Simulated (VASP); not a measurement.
BaTiO3: single point with LDA

The system is BaTiO3.

```
Ba Ti O
1.0
     3.83889    0.00000    0.00000
     0.00000    3.83889    0.00000
     0.00000    0.00000    3.83889
Ba Ti O
1 1 3
Direct
  0.50000 0.50000 0.50000
  0.00000 0.00000 0.00000
  0.50000 0.00000 0.00000
  0.00000 0.50000 0.00000
  0.00000 0.00000 0.50000
```

```
Program                : VASP 6.6.1
Task                   : single point
Functional             : LDA
Potentials or basis    : VASP PAW LDA potentials, release 64 (Ba_sv, Ti_sv, O_h)
Cutoff                 : 1340 eV
k mesh                 : 6 × 6 × 6
Occupations            : gaussian, width 0.01 eV
Spin                   : no spin polarisation
Dipole correction      : no
Further INCAR settings : ALGO = Normal; EDIFF = 1e-06; NBANDS = 28
```

```json
{
 "Pressure": "20.2 GPa",
 "Band gap on the k mesh": "1.87 eV"
}
```

Levels at points of the mesh, in eV from the valence-band top:
| k point | band 18 | band 19 | band 20 | band 21 | band 22 | band 23 |
| --- | --- | --- | --- | --- | --- | --- |
| (0.00, 0.00, 0.00) | 0.00 | 0.00 | 0.00 | 1.87 | 1.87 | 1.87 |
| (0.50, 0.00, 0.00) | -2.00 | -0.69 | -0.69 | 2.10 | 4.10 | 4.10 |
| (0.50, 0.50, 0.00) | -0.76 | -0.76 | -0.12 | 4.12 | 4.12 | 4.57 |
| (0.50, 0.50, 0.50) | -0.01 | -0.01 | -0.01 | 4.96 | 4.96 | 4.96 |

Wall time 2.3 min on 1 thread of Intel(R) Xeon(R) Platinum 8259CL CPU @ 2.50GHz (Skylake/Cascade Lake) (shared host), peak memory 0.35 GiB.

Caveat: the cell stands under pressure; spin-orbit coupling is left out, which moves the levels of the heavy elements. A k mesh can miss the band edges.
